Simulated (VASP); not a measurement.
# Ti (P6_3/mmc) in VASP: further runs, part 2 of 2

VASP 6.6.1.

## (3) Relaxation of cell and atoms, PBEsol

This run uses another cell than the first one, of 17.39 Å³/atom, 1.040 times its volume.

Input file INCAR:

```
PREC = Accurate ; ENCUT = 600
EDIFF = 1E-7 ; ISMEAR = 0
SIGMA = 0.1 ; LREAL = F
LASPH = T ; NELM = 80
ALGO = Fast ; ISIF = 3
LWAVE = F ; LCHARG = F
GGA = PS ; IBRION = 2
NSW = 70 ; EDIFFG = -0.005
```

Input file KPOINTS:

```
regular mesh
0
Gamma
  18 18 10
```

Input file POSCAR:

```
Ti
1.0
    2.9385821063      0.0000000000      0.0000000000
   -1.4692910532      2.5448867552      0.0000000000
    0.0000000000      0.0000000000      4.6504271807
Ti
2
Direct
    0.3333333333      0.6666666667      0.2500000000
    0.6666666667      0.3333333333      0.7500000000
```

Potentials or basis: VASP PAW PBE potentials, release 64 (Ti_sv).

Command:

```bash
cat potpaw_PBE.64/Ti_sv/POTCAR > POTCAR
mpirun -np 1 vasp_std > vasp.out
```

OUTCAR:

```text
PREC = Accurate
   ENCUT = 600
   EDIFF = 1E-7
   ISMEAR = 0
   LREAL = F
   LASPH = T
   NELM = 80
   ISIF = 3
   GGA = PS
   IBRION = 2
   NSW = 70
   EDIFFG = -0.005

 ion  position               nearest neighbor table
   1  0.333  0.667  0.250-   2 2.88   2 2.88   2 2.88   2 2.88   2 2.88   2 2.88
   2  0.667  0.333  0.750-   1 2.88   1 2.88   1 2.88   1 2.88   1 2.88   1 2.88

  LATTYP: Found a hexagonal cell.
 ALAT       =     2.9385821063
 C/A-ratio  =     1.5825411755

  Lattice vectors:

 A1 = (   2.9385821063,   0.0000000000,   0.0000000000)
 A2 = (  -1.4692910532,   2.5448867552,   0.0000000000)
 A3 = (   0.0000000000,   0.0000000000,   4.6504271807)

Analysis of symmetry for initial positions (statically):
=====================================================================
 Subroutine PRICEL returns:
 Original cell was already a primitive cell.

 Routine SETGRP: Setting up the symmetry group for a
 hexagonal supercell.

 Subroutine GETGRP returns: Found 24 space group operations
 (whereof 12 operations were pure point group operations)
 out of a pool of 24 trial point group operations.

The static configuration has the point symmetry D_3d.
 The point group associated with its full space group is D_6h.

Analysis of symmetry for dynamics (positions and initial velocities):
[... 264 lines left out ...]
  ---------------------------------------------------
  free  energy   TOTEN  =       -16.6843021475 eV

  energy  without entropy=      -16.6751219718  energy(sigma->0) =      -16.67971206

[... ionic steps 4 to 7 ...]

--------------------------------------- Ionic step        8  -------------------------------------------

 number of electron      23.9999997 magnetization

------------------------ aborting loop because EDIFF is reached ----------------------------------------
[... 67 lines left out ...]
--------------------------------------- Ionic step       10  -------------------------------------------

 number of electron      23.9999997 magnetization

 Free energy of the ion-electron system (eV)
  ---------------------------------------------------
  ext. energy  EPLUGINS =         0.00000000
  ---------------------------------------------------
  free energy    TOTEN  =       -16.68430448 eV

  energy without entropy =      -16.67513441  energy(sigma->0) =      -16.67971945

 E-fermi :   8.6497     XC(G=0): -11.8302

 val. band max:        8.6374312478   @ k =   0.0000   0.0000   0.4000
 cond. band min:       8.6569097710   @ k =   0.2778   0.2778   0.4000
 fundamental gap:      0.0194785232
 Fermi energy:         8.6497492664

 k-point     1 :       0.0000    0.0000    0.0000
  band No.  band energies     occupation
      1     -47.9210      2.00000
      2     -47.7562      2.00000
      3     -24.6637      2.00000
      4     -23.9251      2.00000
      5     -23.9251      2.00000
      6     -23.8442      2.00000
[... 433 lines left out ...]
      3     -24.4389      2.00000
      4     -24.3102      2.00000
      5     -24.3016      2.00000
      6     -24.1169      2.00000
[... 8 lines left out ...]
     15       9.8672      0.00000
     16      11.9250      0.00000

 [... further k-points ...]
[... 5 lines left out ...]
  --------------------------------------------------------------------------------------
  -------------------------------------------------------------------------------------
  Total        0.0071885      0.0071885      0.0023453     -0.0000000      0.0000000      0.0000000
  in kB        0.3452602      0.3452602      0.1126455     -0.0000000      0.0000000      0.0000000
  external PRESSURE =       0.2677220 kB  Pullay stress =       0.0000000 kB
[... 17 lines left out ...]
  FREE ENERGIE OF THE ION-ELECTRON SYSTEM (eV)
  ---------------------------------------------------
  free  energy   TOTEN  =       -16.6843044827 eV

  energy  without entropy=      -16.6751344110  energy(sigma->0) =      -16.67971945

 reached required accuracy - stopping structural energy minimisation
```

OSZICAR:

```text
N       E                     dE             d eps       ncg     rms          rms(c)
DAV:   1     0.256799399039E+03    0.25680E+03   -0.14630E+04  7104   0.204E+03
DAV:   2     0.989278521128E+01   -0.24691E+03   -0.24544E+03  7360   0.515E+02
DAV:   3    -0.178083668410E+02   -0.27701E+02   -0.27444E+02 13992   0.140E+02
[... 281 lines left out ...]
RMM:  10    -0.166843041794E+02   -0.20852E-06   -0.27254E-06  5464   0.633E-03    0.120E-03
RMM:  11    -0.166843042338E+02   -0.54397E-07   -0.17612E-06  5697   0.641E-03    0.193E-04
RMM:  12    -0.166843043769E+02   -0.14309E-06   -0.14427E-06  5049   0.479E-03    0.322E-04
RMM:  13    -0.166843044302E+02   -0.53324E-07   -0.10215E-06  4888   0.440E-03    0.154E-04
RMM:  14    -0.166843044827E+02   -0.52513E-07   -0.81716E-07  3869   0.376E-03
  10 F= -.16684304E+02 E0= -.16679719E+02  d E =-.835838E-05
```

CONTCAR:

```text
Ti
   1.00000000000000
     2.8977654297012534    0.0000000000007986   -0.0000000000000000
    -1.4488827148992405    2.5095384763654605    0.0000000000000000
     0.0000000000000000    0.0000000000000000    4.5871779025276149
  Ti
     2
Direct
     0.3333333332999970    0.6666666667000030    0.2500000000000000
     0.6666666667000030    0.3333333332999970    0.7500000000000000

  0.00000000E+00  0.00000000E+00  0.00000000E+00
  0.00000000E+00  0.00000000E+00  0.00000000E+00
```

Wall time 13 min (1 thread of Intel Xeon 6975P-C (Granite Rapids), shared host); peak memory 0.3 GiB.

What came out:

```
Free energy                            : -16.6843 eV
Relaxed volume                         : 16.68 Å³/atom
Relaxed cell                           : a = 2.898 Å, b = 2.898 Å, c = 4.587 Å, α = 90.00°, β = 90.00°, γ = 120.00°
Space group after relaxing (to 0.05 Å) : P6_3/mmc (No. 194)
Energy gained by relaxing              : 10.4 meV/atom
Ionic steps                            : 10
Pressure after relaxing                : 0.0 GPa
Band gap on the k mesh                 : zero (band 12 reaches 9.43 eV, above the bottom of band 13 at 8.32 eV)
```

The path:
```tsv
step	energy change (eV)	largest force (eV/Å)	pressure (GPa)	volume (Å³)
1	0.0000	0.0000	-4.54	34.78
2	-0.0090	0.0000	3.81	32.36
3	-0.0208	0.0000	0.01	33.37
4	-0.0208	0.0000	-0.10	33.39
5	-0.0208	0.0000	-0.11	33.39
6	-0.0208	0.0000	-0.11	33.39
7	-0.0208	0.0000	-0.11	33.39
8	-0.0208	0.0000	-0.05	33.37
9	-0.0208	0.0000	0.08	33.34
10	-0.0208	0.0000	0.03	33.36
```

Final structure:
```
Ti
1.0
     2.89777    0.00000    0.00000
    -1.44888    2.50954    0.00000
     0.00000    0.00000    4.58718
Ti
2
Direct
  0.33333 0.66667 0.25000
  0.66667 0.33333 0.75000
```

Caveat: the PAW data sets were made with another functional, which shifts forces and pressure a little.
